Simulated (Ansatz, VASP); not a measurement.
**One calculation of B3As4, two programs**

```
B As
1.0
     4.50087    0.00000    0.00000
     0.00000    4.50087    0.00000
     0.00000    0.00000    5.73058
B As
3 4
Direct
  0.00000 0.00000 0.00000
  0.00000 0.00000 0.50000
  0.50000 0.50000 0.00000
  0.23817 0.23817 0.22476
  0.76183 0.76183 0.22476
  0.76183 0.23817 0.77524
  0.23817 0.76183 0.77524
```

Change from the starting cell: species swapped into the Ti4H3 type (P-42m, No. 111).

Alike in both runs: functional PBE; k mesh 4 × 4 × 3; occupations gaussian, width 0.2 eV; no spin polarisation.

Ansatz relaxed the structure, and its values are those at the end. VASP's run is a single point on that final structure, the one shown.

|  | VASP | Ansatz |
| --- | --- | --- |
| version | VASP 6.6.1 | Ansatz 0.2.0 |
| potentials or method | VASP PAW PBE potentials, release 64 (B, As), cutoff 500 eV | scalar-relativistic, plane waves, PAW |
| valence electrons in the cell | 29 | 69 |

|  | VASP | Ansatz | Ansatz less VASP |
| --- | --- | --- | --- |
| gap on the k mesh at the Fermi level (eV) | none | none | - |
| pressure (GPa) | 0.6 | 0.2 | -0.40 |
| rms of the force components (eV/Å) | 0.023 | 0.003 | -0.0192 |

A gap of «none» marks a metal or a gap that the smearing closes. The functional is the same, so the differences come from potentials, cutoffs and numerics. VASP's potentials hold 29 valence electrons a cell and Ansatz's 69, so a difference there can come from the potentials and not from the codes.

The k mesh is coarse, so the values compare programs but aren't converged.
